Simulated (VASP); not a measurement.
# CsCaBO3 (P2_13) in VASP: single point with PBE

Aim: the single point of CsCaBO3 with PBE.

All numbers are computed with VASP 6.6.1; they aren't measurements. Logs are shortened: lines on timing, memory, paths and dates and some standing lists are left out, and cuts for length are marked.

## Step 1: The cell of the first run

It takes space group P2_13 (No. 198, cubic). Conventional cell: a = 7.572 Å, b = 7.572 Å, c = 7.572 Å, α = 90.00°, β = 90.00°, γ = 90.00°. Within 4.2 Å of Cs (site symmetry 3) lie 9 O at 3.13 to 3.71 Å and 4 B at 3.46 to 3.90 Å and 7 Ca at 3.73 to 4.15 Å. Ca (site symmetry 3) has 6 O at 2.34 to 2.35 Å and 3 B at 2.70 Å within 3.1 Å. Within 1.9 Å of B (site symmetry 3) lie 3 O at 1.40 Å. O (site symmetry 1) has 1 B at 1.40 Å within 1.9 Å.

## Step 2: Single point, PBE

INCAR

```
SYSTEM = CsCaBO3
  PREC = Accurate
  ENCUT = 520
  EDIFF = 1E-6
  ISMEAR = -1
  SIGMA = 0.02
  LREAL = Auto
  LASPH = .True.
  NELM = 100
  ALGO = Fast
  ISIF = 2
  LWAVE = .False.
  LCHARG = .False.
  GGA = PE
  NBANDS = 98
```

KPOINTS

```
regular mesh
0
Gamma
  3 3 3
  0 0 0
```

POSCAR

```
CsCaBO3
1.0
    7.5720000000      0.0000000000      0.0000000000
    0.0000000000      7.5720000000      0.0000000000
    0.0000000000      0.0000000000      7.5720000000
Cs Ca B O
4 4 4 12
Direct
    0.6404679980      0.3595320020      0.8595320020
    0.8595320020      0.6404679980      0.3595320020
    0.1404679980      0.1404679980      0.1404679980
    0.3595320020      0.8595320020      0.6404679980
    0.8562528341      0.8562528341      0.8562528341
    0.6437471659      0.1437471659      0.3562528341
    0.3562528341      0.6437471659      0.1437471659
    0.1437471659      0.3562528341      0.6437471659
    0.0955885472      0.5955885472      0.9044114528
    0.4044114528      0.4044114528      0.4044114528
    0.5955885472      0.9044114528      0.0955885472
    0.9044114528      0.0955885472      0.5955885472
    0.0851526360      0.7331661182      0.0264993359
    0.4148473640      0.2668338818      0.5264993359
    0.5851526360      0.7668338818      0.9735006641
    0.9148473640      0.2331661182      0.4735006641
    0.0264993359      0.0851526360      0.7331661182
    0.5264993359      0.4148473640      0.2668338818
    0.9735006641      0.5851526360      0.7668338818
    0.4735006641      0.9148473640      0.2331661182
    0.7331661182      0.0264993359      0.0851526360
    0.2668338818      0.5264993359      0.4148473640
    0.7668338818      0.9735006641      0.5851526360
    0.2331661182      0.4735006641      0.9148473640
```

Potentials or basis: VASP PAW PBE potentials, release 64 (Cs_sv, Ca_sv, B, O).

The run is started by

```sh
$ cat potpaw_PBE.64/Cs_sv/POTCAR potpaw_PBE.64/Ca_sv/POTCAR potpaw_PBE.64/B/POTCAR potpaw_PBE.64/O/POTCAR > POTCAR
$ mpirun -np 1 vasp_std > vasp.out
```

OUTCAR:

```text
SYSTEM = CsCaBO3
   PREC = Accurate
   ENCUT = 520
   EDIFF = 1E-6
   ISMEAR = -1
   LREAL = Auto
   LASPH = .True.
   NELM = 100
   ISIF = 2
   GGA = PE

 ion  position               nearest neighbor table
   1  0.640  0.360  0.860-
   2  0.860  0.640  0.360-
   3  0.140  0.140  0.140-
   4  0.360  0.860  0.640-
   5  0.856  0.856  0.856-  15 2.34  19 2.34  23 2.34  13 2.35  21 2.35  17 2.35
   6  0.644  0.144  0.356-  16 2.34  18 2.34  21 2.34  20 2.35  14 2.35  23 2.35
   7  0.356  0.644  0.144-  13 2.34  20 2.34  22 2.34  15 2.35  18 2.35  24 2.35
   8  0.144  0.356  0.644-  14 2.34  17 2.34  24 2.34  19 2.35  22 2.35  16 2.35
   9  0.096  0.596  0.904-  13 1.40  19 1.40  24 1.40
  10  0.404  0.404  0.404-  14 1.40  18 1.40  22 1.40
  11  0.596  0.904  0.096-  15 1.40  20 1.40  21 1.40
  12  0.904  0.096  0.596-  16 1.40  17 1.40  23 1.40
  13  0.085  0.733  0.026-   9 1.40   7 2.34   5 2.35
  14  0.415  0.267  0.526-  10 1.40   8 2.34   6 2.35
[... 8 lines left out ...]
  23  0.767  0.974  0.585-  12 1.40   5 2.34   6 2.35
  24  0.233  0.474  0.915-   9 1.40   8 2.34   7 2.35

  LATTYP: Found a simple cubic cell.
 ALAT       =     7.5720000000

  Lattice vectors:

 A1 = (   7.5720000000,   0.0000000000,   0.0000000000)
 A2 = (   0.0000000000,   7.5720000000,   0.0000000000)
 A3 = (   0.0000000000,   0.0000000000,   7.5720000000)

Analysis of symmetry for initial positions (statically):
=====================================================================
 Subroutine PRICEL returns:
 Original cell was already a primitive cell.

 Routine SETGRP: Setting up the symmetry group for a
 simple cubic supercell.

 Subroutine GETGRP returns: Found 12 space group operations
 (whereof  3 operations were pure point group operations)
 out of a pool of 48 trial point group operations.

The static configuration has the point symmetry C_3 .
 The point group associated with its full space group is T   .

Analysis of symmetry for dynamics (positions and initial velocities):
=====================================================================
 Subroutine PRICEL returns:
 Original cell was already a primitive cell.

 Routine SETGRP: Setting up the symmetry group for a
 simple cubic supercell.

 Subroutine GETGRP returns: Found 12 space group operations
 (whereof  3 operations were pure point group operations)
 out of a pool of 48 trial point group operations.

The dynamic configuration has the point symmetry C_3 .
 The point group associated with its full space group is T   .

 Subroutine INISYM returns: Found 12 space group operations
 (whereof  3 operations are pure point group operations),
 and found     1 'primitive' translations

----------------------------------------------------------------------------------------

                                     Primitive cell

  volume of cell :     434.1420

  direct lattice vectors                    reciprocal lattice vectors
     7.572000000  0.000000000  0.000000000     0.132065504  0.000000000  0.000000000
     0.000000000  7.572000000  0.000000000     0.000000000  0.132065504  0.000000000
     0.000000000  0.000000000  7.572000000     0.000000000  0.000000000  0.132065504

  length of vectors
     7.572000000  7.572000000  7.572000000     0.132065504  0.132065504  0.132065504

  position of ions in fractional coordinates (direct lattice)
     0.640467998  0.359532002  0.859532002
     0.859532002  0.640467998  0.359532002
     0.140467998  0.140467998  0.140467998
     0.359532002  0.859532002  0.640467998
     0.856252834  0.856252834  0.856252834
     0.643747166  0.143747166  0.356252834
[... 16 lines left out ...]
     0.766833882  0.973500664  0.585152636
     0.233166118  0.473500664  0.914847364

  ion indices of the primitive-cell ions
   primitive index   ion index
                 1           1
                 2           2
                 3           3
                 4           4
                 5           5
                 6           6
[... 16 lines left out ...]
                23          23
                24          24

----------------------------------------------------------------------------------------

 KPOINTS: regular mesh

Automatic generation of k-mesh.
 Grid dimensions read from file:
 generate k-points for:    3    3    3

 Generating k-lattice:

  Cartesian coordinates                     Fractional coordinates (reciprocal lattice)
     0.044021835  0.000000000  0.000000000     0.333333333  0.000000000  0.000000000
     0.000000000  0.044021835  0.000000000     0.000000000  0.333333333  0.000000000
     0.000000000  0.000000000  0.044021835     0.000000000  0.000000000  0.333333333

  Length of vectors
     0.044021835  0.044021835  0.044021835

  Shift w.r.t. Gamma in fractional coordinates (k-lattice)
     0.000000000  0.000000000  0.000000000

 Subroutine IBZKPT returns following result:
 ===========================================

 Found      4 irreducible k-points:

 Following reciprocal coordinates:
            Coordinates               Weight
  0.000000  0.000000  0.000000      1.000000
  0.333333  0.000000  0.000000      6.000000
  0.333333  0.333333  0.000000     12.000000
  0.333333  0.333333  0.333333      8.000000
   k-points           NKPTS =      4   k-points in BZ     NKDIM =      4   number of bands    NBANDS=     98
   number of dos      NEDOS =    301   number of ions     NIONS =     24
   total plane-waves  NPLWV = 175616
   dimension x,y,z NGX =    56 NGY =   56 NGZ =   56
   dimension x,y,z NGXF=   112 NGYF=  112 NGZF=  112
   ions per type =               4   4   4  12
   NGX,Y,Z   is equivalent  to a cutoff of  12.29, 12.29, 12.29 a.u.
   NGXF,Y,Z  is equivalent  to a cutoff of  24.59, 24.59, 24.59 a.u.
 SYSTEM =  CsCaBO3
   PREC   = accura    normal or accurate (medium, high low for compatibility)
   ISTART =      0    job   : 0-new  1-cont  2-samecut
   ICHARG =      2    charge: 1-file 2-atom 10-const
   ISPIN  =      1    spin polarized calculation?
   LNONCOLLINEAR =      F non collinear calculations
   LSORBIT =      F    spin-orbit coupling
   LASPH  =      T    aspherical Exc in radial PAW
   ENCUT  =  520.0 eV  38.22 Ry    6.18 a.u.  14.08 14.08 14.08*2*pi/ulx,y,z
   NELM   =    100;   NELMIN=  2; NELMDL= -5     # of ELM steps
   EDIFF  = 0.1E-05   stopping-criterion for ELM
   LREAL  =      T    real-space projection
   EDIFFG = 0.1E-04   stopping-criterion for IOM
   NSW    =      0    number of steps for IOM
   IBRION =     -1    ionic relax: 0-MD 1-quasi-New 2-CG
   NFREE  =      0    steps in history (QN), initial steepest desc. (CG)
   ISIF   =      2    stress and relaxation
   ISYM   =      2    0-nonsym 1-usesym 2-fastsym
   POTIM  = 0.5000    time-step for ionic-motion
   TEBEG  =    0.0;   TEEND  =   0.0 temperature during run
   PSTRESS=    0.0 pullay stress
   NELECT =     160.0000    total number of electrons
   NUPDOWN=      -1.0000    fix difference up-down
   EMIN   =  10.00;   EMAX   =-10.00  energy-range for DOS
   EFERMI =   0.00;   METHOD = LEGACY
   ISMEAR =    -1;   SIGMA  =   0.02  broadening in eV -4-tet -1-fermi 0-gaus
   EFERMI_NEDOS =   21; number of points for ismear=-14 and -15
   IALGO  =     68    algorithm
   IMIX   =      4    mixing-type and parameters
     AMIX     =   0.40;   BMIX     =  1.00
     AMIX_MAG =   1.60;   BMIX_MAG =  1.00
  volume/ion in A,a.u.               =      18.09       122.07
  Fermi-wavevector in a.u.,A,eV,Ry     =   1.173737  2.218042 18.744190  1.377659
  Thomas-Fermi vector in A             =   2.310146
   LORBIT       =      0    0 simple, 1 ext, 2 COOP (PROOUT), +10 PAW based schemes
   GGA     = PE    functional components
   LHFCALC =     F    Hartree Fock is set to
   AEXX    =    0.0000 exact exchange contribution
   IVDW    =     0    specifies the selected vdW correction
   LEPSILON=     F    determine dielectric tensor
   LRPA    =     F    only Hartree local field effects (RPA)
 non-spin polarized calculation
 RMM-DIIS sequential band-by-band and
  energy-cutoff  :      520.00
  volume of cell :      434.14
 maximum number of plane-waves:     11753
   NGX = 29   NGY = 29   NGZ = 29

 number of electron     159.9999972 magnetization

 Free energy of the ion-electron system (eV)
  ---------------------------------------------------
  ext. energy  EPLUGINS =         0.00000000
  ---------------------------------------------------
  free energy    TOTEN  =      -159.29194304 eV

  energy without entropy =     -159.29194304  energy(sigma->0) =     -159.29194304

 E-fermi :   0.9922     XC(G=0):  -8.7693

 val. band max:        0.4803135020   @ k =   0.0000   0.0000   0.0000
 cond. band min:       4.5382413807   @ k =   0.0000   0.0000   0.0000
 fundamental gap:      4.0579278787
 Fermi energy:         0.9922298059

 k-point     1 :       0.0000    0.0000    0.0000
  band No.  band energies     occupation
      1     -36.8002      2.00000
      2     -36.7962      2.00000
      3     -36.7962      2.00000
      4     -36.7962      2.00000
      5     -19.4154      2.00000
      6     -19.3553      2.00000
[... 84 lines left out ...]
     91       7.1258      0.00000
     92       7.1271      0.00000

 k-point     2 :       0.3333    0.0000    0.0000
  band No.  band energies     occupation
      1     -36.7994      2.00000
      2     -36.7977      2.00000
      3     -36.7960      2.00000
      4     -36.7957      2.00000
      5     -19.4053      2.00000
      6     -19.3796      2.00000
[... 84 lines left out ...]
     91       7.0876      0.00000
     92       7.2031      0.00000

 k-point     3 :       0.3333    0.3333    0.0000
  band No.  band energies     occupation
      1     -36.7989      2.00000
      2     -36.7979      2.00000
      3     -36.7962      2.00000
      4     -36.7959      2.00000
      5     -19.3980      2.00000
      6     -19.3831      2.00000
[... 84 lines left out ...]
     91       7.1408      0.00000
     92       7.3837      0.00000

 k-point     4 :       0.3333    0.3333    0.3333
  band No.  band energies     occupation
      1     -36.7984      2.00000
      2     -36.7977      2.00000
      3     -36.7966      2.00000
      4     -36.7962      2.00000
      5     -19.3915      2.00000
      6     -19.3813      2.00000
[... 84 lines left out ...]
     91       7.1684      0.00000
     92       7.1774      0.00000
 [bands above 92 left out]

------------------------ aborting loop because EDIFF is reached ----------------------------------------

  FORCE on cell =-STRESS in cart. coord.  units (eV):
  Direction    XX          YY          ZZ          XY          YZ          ZX
  --------------------------------------------------------------------------------------
  -------------------------------------------------------------------------------------
  Total        4.6158733      4.6158733      4.6158733      0.0000000      0.0000000      0.0000000
  in kB       17.0346277     17.0346277     17.0346277      0.0000000      0.0000000      0.0000000
  external PRESSURE =      17.0346277 kB  Pullay stress =       0.0000000 kB

 VOLUME and BASIS-vectors are now :
 -----------------------------------------------------------------------------
  energy-cutoff  :      520.00
  volume of cell :      434.14
      direct lattice vectors                 reciprocal lattice vectors
     7.572000000  0.000000000  0.000000000     0.132065504  0.000000000  0.000000000
     0.000000000  7.572000000  0.000000000     0.000000000  0.132065504  0.000000000
     0.000000000  0.000000000  7.572000000     0.000000000  0.000000000  0.132065504

 POSITION                                       TOTAL-FORCE (eV/Angst)
 -----------------------------------------------------------------------------------
      4.84962      2.72238      6.50838        -0.006038      0.006038      0.006038
      6.50838      4.84962      2.72238         0.006038     -0.006038      0.006038
      1.06362      1.06362      1.06362        -0.006038     -0.006038     -0.006038
      2.72238      6.50838      4.84962         0.006038      0.006038     -0.006038
      6.48355      6.48355      6.48355        -0.001545     -0.001545     -0.001545
      4.87445      1.08845      2.69755         0.001545      0.001545     -0.001545
[... 16 lines left out ...]
      5.80647      7.37135      4.43078        -0.045074     -0.063441     -0.018042
      1.76553      3.58535      6.92722         0.045074     -0.063441      0.018042
 -----------------------------------------------------------------------------------
    total drift:                                0.000000      0.000000      0.000000

  FREE ENERGIE OF THE ION-ELECTRON SYSTEM (eV)
  ---------------------------------------------------
  free  energy   TOTEN  =      -159.2919430448 eV

  energy  without entropy=     -159.2919430448  energy(sigma->0) =     -159.29194304
```

Wall time 8.4 min (1 thread of Intel Xeon Platinum 8488C (Sapphire Rapids), shared host); peak memory 0.48 GiB.

Results:

| Property | Result |
| --- | --- |
| Free energy | -159.2919 eV |
| Pressure | 1.7 GPa |
| Largest force | 0.080 eV/Å |
| Band gap on the k mesh | 4.06 eV |

Forces on the atoms (eV/Å):
```
Cs  -0.006  0.006  0.006
Cs   0.006 -0.006  0.006
Cs  -0.006 -0.006 -0.006
Cs   0.006  0.006 -0.006
Ca  -0.002 -0.002 -0.002
Ca   0.002  0.002 -0.002
Ca  -0.002  0.002  0.002
Ca   0.002 -0.002  0.002
B    0.000  0.000  0.000
B    0.000  0.000  0.000
B    0.000  0.000  0.000
B    0.000  0.000  0.000
O   -0.018  0.045  0.063
O    0.018 -0.045  0.063
O   -0.018 -0.045 -0.063
O    0.018  0.045 -0.063
O    0.063 -0.018  0.045
O    0.063  0.018 -0.045
O   -0.063 -0.018 -0.045
O   -0.063  0.018  0.045
O    0.045  0.063 -0.018
O   -0.045  0.063  0.018
O   -0.045 -0.063 -0.018
O    0.045 -0.063  0.018
```

Caveat: spin-orbit coupling is left out, which moves the levels of the heavy elements.
